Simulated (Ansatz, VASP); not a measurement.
# Si: VASP beside Ansatz

INCAR

```
PREC = Accurate ; ENCUT = 520
EDIFF = 1E-6 ; ISMEAR = 0
SIGMA = 0.1 ; LREAL = F
LASPH = T ; NELM = 80
ALGO = Normal ; ISIF = 2
LWAVE = F ; LCHARG = T
GGA = PS ; IVDW = 13
LELF = T ; LVHAR = T
NBANDS = 11
```

Contents of KPOINTS:

```
Automatic mesh
0
Gamma
  11 11 11
```

File POSCAR:

```
Si
1.0
   -2.3687880000      2.3842520000      1.3347730000
    2.3700060000     -2.3768840000      1.3238010000
    2.3615660000      2.3696630000     -1.3216290000
Si
2
Direct
    0.5000000000      0.5000000000      0.0000000000
    0.2500000000      0.7500000000      0.5000000000
```

Contents of input.yaml:

```yaml
crystal:
  lattice:
    - [-2.368788, 2.384252, 1.334773]
    - [2.370006, -2.376884, 1.323801]
    - [2.361566, 2.369663, -1.321629]
  atoms:
    - { symbol: Si, position: [0.5, 0.5, 0.0] }
    - { symbol: Si, position: [0.25, 0.75, 0.5] }
kpoints:
  mp_grid: { grid: [11, 11, 11] }
scf:
  occupations: { method: gaussian, width: 0.1 }
hamiltonian:
  xc: pbesol
  dispersion: d4
  pseudopotentials: { kind: all_electron, lapw: { basis_error: 0.001 } }
output:
  forces: true
  stress: true
  eigenvalues: true
```

Change from the starting cell: cell strained at random at fixed volume.

Alike in both runs: task single point; functional PBEsol; dispersion D4; k mesh 11 × 11 × 11; occupations gaussian, width 0.1 eV; no spin polarisation.

|  | VASP | Ansatz |
| --- | --- | --- |
| version | VASP 6.6.1 | Ansatz 0.2.0 |
| potentials or method | VASP PAW PBE potentials, release 64 (Si), cutoff 520 eV | all-electron LAPW, scalar-relativistic |

Ansatz gave:

```
gap on the k mesh at the Fermi level (eV)                     : none
pressure (GPa)                                                : -1.8
traceless stress, the component that is largest in VASP (GPa) : 1.31
rms of the force components (eV/Å)                            : 0.009
```

Task: Estimate VASP's values.

Result: gap on the k mesh at the Fermi level (eV): none; pressure (GPa): -1.7; traceless stress, the component that is largest in VASP (GPa): 1.34; rms of the force components (eV/Å): 0.009.

VASP's potentials were made for PBE, not for PBEsol. Atom by atom the forces differ by 0.001 eV/Å (rms over components). A gap of «none» marks a metal or a gap that the smearing closes. Ansatz ran all-electron here, and VASP with PAW potentials.
